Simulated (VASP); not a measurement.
Set up this calculation in VASP 6.6.1, as the native input.

```yaml
Task: single point
Functional: LDA
Potentials_or_basis: VASP PAW LDA potentials, release 64 (V_sv)
Cutoff: 520 eV
k_mesh: 9 × 9 × 15
Occupations: fermi-dirac, width 0.1 eV
Spin: no spin polarisation
Dipole_correction: no
Further_INCAR_settings: ALGO = Normal; EDIFF = 1e-06; NBANDS = 26
```

The structure of V lies in POSCAR:

```
V
1.0
    4.4802371212      0.0000000000      0.0000000000
   -2.2401185606      3.8799991619      0.0000000000
    0.0000000000      0.0000000000      2.3721810276
V
3
Direct
    0.0000000000      1.0000000000      0.0000000000
    0.3333333333      0.6666666667      0.5000000000
    0.6666666667      0.3333333333      0.5000000000
```

This isn't the form of V at room conditions, which is bcc.

One way to write it, as run:

INCAR

```
PREC = Accurate
ENCUT = 520
EDIFF = 1E-6
ISMEAR = -1
SIGMA = 0.1
LREAL = F
LASPH = T
NELM = 100
ALGO = Normal
ISIF = 2
LWAVE = F
LCHARG = F
GGA = CA
NBANDS = 26
```

KPOINTS

```
Automatic mesh
0
Gamma
  9 9 15
```

Potentials or basis: VASP PAW LDA potentials, release 64 (V_sv).

The run is started by

```bash
$ cat potpaw_LDA.64/V_sv/POTCAR > POTCAR
$ mpirun -np 1 vasp_std > vasp.out
```

It gave:

| Item | Value |
| --- | --- |
| Pressure | -13.1 GPa |
| Band gap on the k mesh | zero (an odd number of electrons rules out a gap without spin polarisation) |

Caveat: the cell stands under tension.

Wall time 2.1 min on 1 thread of Intel Xeon 8259CL, with other jobs on the host, peak memory 0.2 GiB.
